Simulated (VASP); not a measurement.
# CsI (Pm-3m) in VASP: notebook, part 2 of 2

VASP 6.6.1.

## Step 4: Single point, PBE (49.27 Å³/atom)

This run uses another cell than the first one, of 49.27 Å³/atom.

File INCAR:

```
SYSTEM = CsI
PREC = Accurate ; ENCUT = 500
EDIFF = 1E-6 ; ISMEAR = 0
SIGMA = 0.01 ; LREAL = .False.
LASPH = .True. ; NELM = 120
ALGO = Normal ; ISIF = 2
LWAVE = .False. ; LCHARG = .False.
GGA = PE ; NBANDS = 15
GGA_COMPAT = .False.
```

File KPOINTS:

```
Automatic mesh
0
Gamma
  4 4 4
  0 0 0
```

File POSCAR:

```
CsI
1.0
    4.6188787480      0.0000000000      0.0000000000
    0.0000000000      4.6188787480      0.0000000000
    0.0000000000      0.0000000000      4.6188787480
Cs I
1 1
Direct
    0.0000000000      0.0000000000      0.0000000000
    0.5000000000      0.5000000000      0.5000000000
```

Potentials or basis: VASP PAW PBE potentials, release 64 (Cs_sv, I).

The run is started by

```
cat potpaw_PBE.64/Cs_sv/POTCAR potpaw_PBE.64/I/POTCAR > POTCAR
mpirun -np 1 vasp_std > vasp.out
```

OUTCAR:

```text
SYSTEM = CsI
   PREC = Accurate
   ENCUT = 500
   EDIFF = 1E-6
   ISMEAR = 0
   LREAL = .False.
   LASPH = .True.
   NELM = 120
   ISIF = 2
   GGA = PE

 ion  position               nearest neighbor table
   1  0.000  0.000  0.000-
   2  0.500  0.500  0.500-

  LATTYP: Found a simple cubic cell.
 ALAT       =     4.6188787480

  Lattice vectors:

 A1 = (   4.6188787480,   0.0000000000,   0.0000000000)
 A2 = (   0.0000000000,   4.6188787480,   0.0000000000)
[... 348 lines left out ...]

------------------------ aborting loop because EDIFF is reached ----------------------------------------

  FORCE on cell =-STRESS in cart. coord.  units (eV):
  Direction    XX          YY          ZZ          XY          YZ          ZX
  --------------------------------------------------------------------------------------
  -------------------------------------------------------------------------------------
  Total        0.2280603      0.2280603      0.2280603     -0.0000000      0.0000000     -0.0000000
  in kB        3.7080928      3.7080928      3.7080928     -0.0000000      0.0000000     -0.0000000
  external PRESSURE =       3.7080928 kB  Pullay stress =       0.0000000 kB

 VOLUME and BASIS-vectors are now :
 -----------------------------------------------------------------------------
  energy-cutoff  :      500.00
  volume of cell :       98.54
      direct lattice vectors                 reciprocal lattice vectors
     4.618878748  0.000000000  0.000000000     0.216502761  0.000000000  0.000000000
     0.000000000  4.618878748  0.000000000     0.000000000  0.216502761  0.000000000
     0.000000000  0.000000000  4.618878748     0.000000000  0.000000000  0.216502761

 POSITION                                       TOTAL-FORCE (eV/Angst)
 -----------------------------------------------------------------------------------
      0.00000      0.00000      0.00000         0.000000      0.000000      0.000000
      2.30944      2.30944      2.30944         0.000000      0.000000      0.000000
 -----------------------------------------------------------------------------------
    total drift:                               -0.000000      0.000000      0.000000

  FREE ENERGIE OF THE ION-ELECTRON SYSTEM (eV)
  ---------------------------------------------------
  free  energy   TOTEN  =        -5.4368275885 eV

  energy  without entropy=       -5.4368275885  energy(sigma->0) =       -5.43682759
```

OSZICAR:

```text
N       E                     dE             d eps       ncg     rms          rms(c)
DAV:   1     0.844948288254E+02    0.84495E+02   -0.58889E+03   300   0.843E+02
DAV:   2     0.184387887353E+01   -0.82651E+02   -0.75849E+02   415   0.132E+02
DAV:   3    -0.548190831126E+01   -0.73258E+01   -0.72956E+01   391   0.447E+01
DAV:   4    -0.558313605117E+01   -0.10123E+00   -0.10121E+00   401   0.642E+00
DAV:   5    -0.558427135181E+01   -0.11353E-02   -0.11353E-02   406   0.677E-01    0.158E+00
DAV:   6    -0.545887380979E+01    0.12540E+00   -0.99004E-02   356   0.154E+00    0.110E+00
DAV:   7    -0.543287291868E+01    0.26001E-01   -0.10179E-01   356   0.152E+00    0.619E-01
DAV:   8    -0.543704981264E+01   -0.41769E-02   -0.13289E-02   335   0.618E-01    0.128E-01
DAV:   9    -0.543673647274E+01    0.31334E-03   -0.60474E-04   391   0.125E-01    0.538E-02
DAV:  10    -0.543683098674E+01   -0.94514E-04   -0.26804E-04   328   0.902E-02    0.348E-02
DAV:  11    -0.543682652566E+01    0.44611E-05   -0.96404E-06   370   0.155E-02    0.141E-02
DAV:  12    -0.543682791732E+01   -0.13917E-05   -0.30487E-06   342   0.117E-02    0.425E-03
DAV:  13    -0.543682758853E+01    0.32878E-06   -0.60006E-07   248   0.384E-03
   1 F= -.54368276E+01 E0= -.54368276E+01  d E =-.912608E-36
```

It took 26 s on 1 thread of Intel Xeon 8259CL, shared host; peak memory 0.21 GiB.

What came out:

- Free energy: -5.4368 eV
- Pressure: 0.4 GPa
- Band gap on the k mesh: 3.77 eV (least direct gap 3.86 eV)

Levels at points of the mesh, in eV from the valence-band top:
```csv
k point,band 4,band 5,band 6,band 7,band 8,band 9,band 10,band 11,band 12,band 13
"(0.00, 0.00, 0.00)",-7.14,-7.14,-0.09,-0.09,-0.09,3.77,4.23,4.23,7.68,7.68
"(0.50, 0.00, 0.00)",-7.09,-7.09,-1.48,-0.23,-0.23,5.21,6.34,6.57,6.83,7.79
"(0.50, 0.50, 0.00)",-7.47,-7.05,-0.84,-0.84,0.00,4.24,4.90,6.09,6.09,9.36
"(0.50, 0.50, 0.50)",-7.37,-7.37,-1.23,-1.23,-1.23,7.07,7.07,7.07,7.70,7.70
```

Caveat: spin-orbit coupling is left out, which moves the levels of the heavy elements. A hybrid or GW would open this gap; PBE tends to underestimate it.

## Step 5: Single point, PBE (52.32 Å³/atom)

This run uses another cell than the first one, of 52.32 Å³/atom.

File INCAR:

```
SYSTEM = CsI
  PREC = Accurate
  ENCUT = 500
  EDIFF = 1E-6
  ISMEAR = 0
  SIGMA = 0.01
  LREAL = .FALSE.
  LASPH = .TRUE.
  NELM = 120
  ALGO = Normal
  ISIF = 2
  LWAVE = .FALSE.
  LCHARG = .FALSE.
  GGA = PE
  NBANDS = 15
  GGA_COMPAT = .FALSE.
```

File KPOINTS:

```
regular mesh
0
G
  4 4 4
  0 0 0
```

File POSCAR:

```
CsI
1.0
    4.7122145766      0.0000000000      0.0000000000
    0.0000000000      4.7122145766      0.0000000000
    0.0000000000      0.0000000000      4.7122145766
Cs I
1 1
Direct
    0.0000000000      0.0000000000      0.0000000000
    0.5000000000      0.5000000000      0.5000000000
```

The run is started by

```
cat potpaw_PBE.64/Cs_sv/POTCAR potpaw_PBE.64/I/POTCAR > POTCAR
mpirun -np 1 vasp_std > vasp.out
```

Wall time 23 s (1 thread of Intel Xeon 8259CL, shared host); peak memory 0.2 GiB.

Results (log left out):

| Item | Value |
| --- | --- |
| Free energy | -5.4390 eV |
| Pressure | -0.2 GPa |
| Band gap on the k mesh | 3.59 eV (least direct gap 3.69 eV) |

Levels at points of the mesh, in eV from the valence-band top:
| k point | band 4 | band 5 | band 6 | band 7 | band 8 | band 9 | band 10 | band 11 | band 12 | band 13 |
| --- | --- | --- | --- | --- | --- | --- | --- | --- | --- | --- |
| (0.00, 0.00, 0.00) | -7.24 | -7.24 | -0.10 | -0.10 | -0.10 | 3.59 | 4.30 | 4.30 | 7.55 | 7.55 |
| (0.50, 0.00, 0.00) | -7.19 | -7.19 | -1.35 | -0.20 | -0.20 | 5.21 | 6.10 | 6.31 | 6.86 | 7.59 |
| (0.50, 0.50, 0.00) | -7.50 | -7.17 | -0.79 | -0.79 | 0.00 | 4.24 | 4.87 | 6.06 | 6.06 | 9.06 |
| (0.50, 0.50, 0.50) | -7.43 | -7.43 | -1.09 | -1.09 | -1.09 | 6.88 | 6.88 | 6.88 | 7.44 | 7.44 |

Caveat: spin-orbit coupling is left out, which moves the levels of the heavy elements.

## Step 6: Single point, PBE (53.84 Å³/atom)

This run uses another cell than the first one, of 53.84 Å³/atom.

File INCAR:

```
SYSTEM = CsI
ALGO = Normal
EDIFF = 1E-6
ENCUT = 500
GGA = PE
GGA_COMPAT = .FALSE.
ISIF = 2
ISMEAR = 0
LASPH = .TRUE.
LCHARG = .TRUE.
LELF = .TRUE.
LREAL = .FALSE.
LVHAR = .TRUE.
LWAVE = .FALSE.
NBANDS = 15
NELM = 120
PREC = Accurate
SIGMA = 0.01
```

File KPOINTS:

```
k-points
0
G
  4 4 4
  0 0 0
```

File POSCAR:

```
CsI
1.0
    4.7575271119      0.0000000000      0.0000000000
    0.0000000000      4.7575271119      0.0000000000
    0.0000000000      0.0000000000      4.7575271119
Cs I
1 1
Direct
    0.0000000000      0.0000000000      0.0000000000
    0.5000000000      0.5000000000      0.5000000000
```

Potentials or basis: VASP PAW PBE potentials, release 64 (Cs_sv, I).

The run is started by

```
cat potpaw_PBE.64/Cs_sv/POTCAR potpaw_PBE.64/I/POTCAR > POTCAR
mpirun -np 1 vasp_std > vasp.out
```

It took 24 s on 1 thread of Intel Xeon 8259CL, shared host; peak memory 0.21 GiB.

It converged, with:

```yaml
Free_energy: -5.4324 eV
Pressure: -0.5 GPa
Band_gap_on_the_k_mesh: 3.51 eV (least direct gap 3.61 eV)
```

Levels at points of the mesh, in eV from the valence-band top:
```
           k point  band 5  band 6  band 7  band 8  band 9  band 10  band 11  band 12
(0.00, 0.00, 0.00)   -7.29   -0.10   -0.10   -0.10    3.51     4.33     4.33     7.48
(0.50, 0.00, 0.00)   -7.25   -1.29   -0.18   -0.18    5.21     5.99     6.18     6.86
(0.50, 0.50, 0.00)   -7.22   -0.76   -0.76    0.00    4.24     4.86     6.04     6.04
(0.50, 0.50, 0.50)   -7.46   -1.03   -1.03   -1.03    6.80     6.80     6.80     7.31
```

Caveat: spin-orbit coupling is left out, which moves the levels of the heavy elements. A k mesh can miss the band edges.

## Step 7: Overview

```tsv
cell	gap on the mesh (eV)	pressure (GPa)
a = 4.571 Å, 2 atoms	3.87	0.8
a = 4.666 Å, 2 atoms	3.67	0.0
a = 4.619 Å, 2 atoms	3.77	0.4
a = 4.712 Å, 2 atoms	3.59	-0.2
a = 4.758 Å, 2 atoms	3.51	-0.5
```

Alike in all rows: task single point; level PBE; potentials or basis VASP PAW PBE potentials, release 64 (Cs_sv, I); no spin polarisation; k mesh 4 × 4 × 4; cutoff (eV) 500; smearing gaussian 0.01 eV.

Caveats: spin-orbit coupling is left out, which moves the levels of the heavy elements.

Total energies depend on the potentials used, so only differences within one code and one set of settings carry meaning.
